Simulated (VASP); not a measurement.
Set up this calculation in VASP 6.6.1, as the native input.

| Property | Result |
| --- | --- |
| Task | single point |
| Functional | PBE |
| Potentials or basis | VASP PAW PBE potentials, release 64 (Pr, H, Rh_pv) |
| Cutoff | 520 eV |
| k mesh | 6 × 6 × 6 |
| Occupations | gaussian, width 0.1 eV |
| Spin | no spin polarisation |
| Dipole correction | no |
| Further INCAR settings | ALGO = Normal; EDIFF = 1e-06; NBANDS = 38 |

The structure of PrHRh3 lies in POSCAR:

```
PrHRh3
1.0
    2.8315714796      1.6348085560      2.3119608166
   -2.8315714796      1.6348085560      2.3119608166
    0.0000000000     -3.2696171119      2.3119608166
Pr H Rh
1 1 3
Direct
    1.0106525397      1.0106525397      1.0106525397
    0.5110347511      0.5110347511      0.5110347511
    0.5106420972      0.0106943348      0.5106420972
    0.5106420972      0.5106420972      0.0106943348
    0.0106943348      0.5106420972      0.5106420972
```

This cell differs from its parent crystal: volume scaled by 0.88, then relaxed in part.

These files were run (other wordings do the same):

INCAR

```
ALGO = Normal ; EDIFF = 1E-6
ENCUT = 520 ; GGA = PE
ISIF = 2 ; ISMEAR = 0
LASPH = True ; LCHARG = False
LREAL = False ; LWAVE = False
NBANDS = 38 ; NELM = 80
PREC = Accurate ; SIGMA = 0.1
```

KPOINTS

```
k-points
0
Gamma
  6 6 6
```

Potentials or basis: VASP PAW PBE potentials, release 64 (Pr, H, Rh_pv).

The run is started by

```console
$ cat potpaw_PBE.64/Pr/POTCAR potpaw_PBE.64/H/POTCAR potpaw_PBE.64/Rh_pv/POTCAR > POTCAR
$ mpirun -np 1 vasp_std > vasp.out
```

Results of the run:

```yaml
Pressure: 12.5 GPa
```

It took 76 s on 1 thread of Intel(R) Xeon(R) 6975P-C (Granite Rapids), on a shared host, peak memory 0.22 GiB.
